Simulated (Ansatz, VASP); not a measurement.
**WSe2: VASP beside Ansatz**

The input INCAR:

```
SYSTEM = WSe2
ALGO = Normal ; DIPOL = 0.5 0.5 0.397
EDIFF = 1E-6 ; ENCUT = 520
GGA = PE ; IDIPOL = 3
ISIF = 2 ; ISMEAR = 0
IVDW = 12 ; LASPH = .True.
LCHARG = .False. ; LDIPOL = .True.
LREAL = .False. ; LWAVE = .False.
NBANDS = 35 ; NELM = 80
PREC = Accurate ; SIGMA = 0.05
```

Contents of KPOINTS:

```
k-points
0
Gamma
  9 9 1
  0 0 0
```

The input POSCAR:

```
WSe2
1.0
    3.2854928007      0.0000000000      0.0000000000
   -1.6427464003      2.8453202293      0.0000000000
    0.0000000000      0.0000000000     24.2386464730
Se W
4 2
Direct
    0.3333333333      0.6666666667      0.1856539310
    0.3333333333      0.6666666667      0.3246601763
    0.6666666667      0.8333333333      0.4694702425
    0.6666666667      0.8333333333      0.6084764877
    0.6666666667      0.3333333333      0.2551570536
    0.3333333333      1.1666666667      0.5389733651
```

Input for Ansatz:

```yaml
crystal:
  lattice:
    - [3.2854928007, 0.0, 0.0]
    - [-1.6427464003, 2.8453202293, 0.0]
    - [0.0, 0.0, 24.238646473]
  atoms:
    - { symbol: Se, position: [0.3333333333, 0.6666666667, 0.185653931] }
    - { symbol: W, position: [0.6666666667, 0.3333333333, 0.2551570536] }
    - { symbol: Se, position: [0.3333333333, 0.6666666667, 0.3246601763] }
    - { symbol: Se, position: [0.6666666667, 0.8333333333, 0.4694702425] }
    - { symbol: W, position: [0.3333333333, 1.1666666667, 0.5389733651] }
    - { symbol: Se, position: [0.6666666667, 0.8333333333, 0.6084764877] }
basis:
  ecutwfc: 420
kpoints:
  mp_grid: { grid: [9, 9, 1] }
hamiltonian:
  xc: pbe
  pseudopotentials: { kind: paw, azcp: { folder: soft_1 } }
  dispersion: d3bj
scf:
  occupations: { method: gaussian, width: 0.05 }
output:
  forces: true
  eigenvalues: true
efield:
  axis: 3
  dipole_correction: true
  ramp_width: 0.04
```

Alike in both runs: task single point; functional PBE; dispersion D3(BJ); k mesh 9 × 9 × 1; occupations gaussian, width 0.05 eV; no spin polarisation.

|  | VASP | Ansatz |
| --- | --- | --- |
| version | VASP 6.6.1 | Ansatz 0.2.0 |
| potentials or method | VASP PAW PBE potentials, release 64 (Se, W_sv), cutoff 520 eV | scalar-relativistic, plane waves, PAW |
| valence electrons in the cell | 52 | 92 |

VASP gave:

- gap on the k mesh at the Fermi level (eV): 1.54
- least direct gap on the mesh (eV): 1.66
- rms of the force components (eV/Å): 0.026

Problem. Which values does Ansatz return?

Solution. gap on the k mesh at the Fermi level (eV): 1.54; least direct gap on the mesh (eV): 1.66; rms of the force components (eV/Å): 0.014.

VASP's potentials hold 52 valence electrons a cell and Ansatz's 92, so a difference there can come from the potentials and not from the codes.

Spin-orbit coupling is off throughout.
